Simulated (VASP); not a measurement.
Input of a VASP 6.6.1 run:

Contents of INCAR:

```
SYSTEM = SrAlH3
PREC = Accurate
ENCUT = 500
EDIFF = 1E-6
ISMEAR = -1
SIGMA = 0.1
LREAL = .False.
LASPH = .True.
NELM = 120
ALGO = Normal
ISIF = 2
LWAVE = .False.
LCHARG = .True.
GGA = PE
LELF = .True.
LVHAR = .True.
NBANDS = 16
GGA_COMPAT = .False.
```

The input KPOINTS:

```
Automatic mesh
0
Gamma
  5 5 5
  0 0 0
```

POSCAR

```
SrAlH3
1.0
    4.5854620000      0.0000000000      0.0000000000
    0.0000000000      4.5854620000      0.0000000000
    0.0000000000      0.0000000000      4.5854620000
Sr Al H
1 1 3
Direct
    0.5000000000      0.5000000000      0.5000000000
    0.0000000000      0.0000000000      0.0000000000
    0.0000000000      0.5000000000      0.5000000000
    0.5000000000      0.5000000000     -0.0218080534
    0.5000000000      0.0000000000      0.5000000000
```

Potentials or basis: VASP PAW PBE potentials, release 64 (Sr_sv, Al, H).

The run is started by

```bash
$ cat potpaw_PBE.64/Sr_sv/POTCAR potpaw_PBE.64/Al/POTCAR potpaw_PBE.64/H/POTCAR > POTCAR
$ mpirun -np 1 vasp_std > vasp.out
```

Question: What does it give for the largest force?

Answer: 0.631 eV/Å.

Question: Predict the pressure.

Answer: 0.2 GPa.

Question: What does it give for the band gap on the k mesh?

Answer: 0.56 eV, indirect (least direct gap 1.61 eV).

Forces on the atoms (eV/Å):
```
Sr   0.000  0.000 -0.581
Al   0.000  0.000 -0.024
H    0.000  0.000 -0.013
H    0.000  0.000  0.631
H    0.000  0.000 -0.013
```

A k mesh can miss the band edges. PBE gaps usually lie below the measured ones, often by a third to a half.
